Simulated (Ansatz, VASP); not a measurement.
Given: the input of a run of VASP 6.6.1 on Sn.

The input INCAR:

```
PREC = Accurate
ENCUT = 600
EDIFF = 1E-6
ISMEAR = -1
SIGMA = 0.05
LREAL = F
LASPH = T
NELM = 60
ALGO = Normal
ISIF = 3
LWAVE = F
LCHARG = F
IBRION = 2
NSW = 80
EDIFFG = -0.005
```

KPOINTS

```
Automatic mesh
0
Gamma
  9 9 9
```

POSCAR

```
Sn
1.0
   -2.9401404553      2.9401404553      1.5993019889
    2.9401404553     -2.9401404553      1.5993019889
    2.9401404553      2.9401404553     -1.5993019889
Sn
2
Direct
    0.0000000000      0.0000000000      0.0000000000
    0.7500000000      0.2500000000      0.5000000000
```

Potentials or basis: VASP PAW LDA potentials, release 64 (Sn_d).

Run with:

```console
$ cat potpaw_LDA.64/Sn_d/POTCAR > POTCAR
$ mpirun -np 1 vasp_std > vasp.out
```

Problem. Set up the same calculation for Ansatz 0.2.0. Potentials there: all-electron LAPW, scalar-relativistic.

Solution. As run (the cutoff follows the program's own potentials):

Contents of input.yaml:

```yaml
crystal:
  lattice:
    - [-2.9401404553, 2.9401404553, 1.5993019889]
    - [2.9401404553, -2.9401404553, 1.5993019889]
    - [2.9401404553, 2.9401404553, -1.5993019889]
  atoms:
    - { symbol: Sn, position: [0.0, 0.0, 0.0] }
    - { symbol: Sn, position: [0.75, 0.25, 0.5] }
kpoints:
  mp_grid: { grid: [9, 9, 9] }
scf:
  occupations: { method: fermi_dirac, width: 0.05 }
hamiltonian:
  xc: lda
  pseudopotentials: { kind: all_electron, lapw: { basis_error: 0.001 } }
output:
  forces: true
  stress: true
relax:
  f_tol: 0.005
  max_steps: 60
  cell: {}
```

Potentials or basis: all-electron LAPW, scalar-relativistic.

Launch:

```console
$ ansatz run input.yaml --threads 1 --pin off --max-ram 3072MiB --backend cpu --events-out ev --progress --plain --runs-dir out
```

Both were run:

|  | VASP | Ansatz | Ansatz less VASP |
| --- | --- | --- | --- |
| relaxed volume (Å³/atom) | 26.21 | 26.18 | -0.028 |
| relaxed cell length with the largest relative difference (Å) | 4.383 | 4.381 | -0.0018 |

LDA's correlation is that of Perdew and Zunger in VASP and of Perdew and Wang (1992) in Ansatz. Ansatz ran all-electron here, and VASP with PAW potentials.
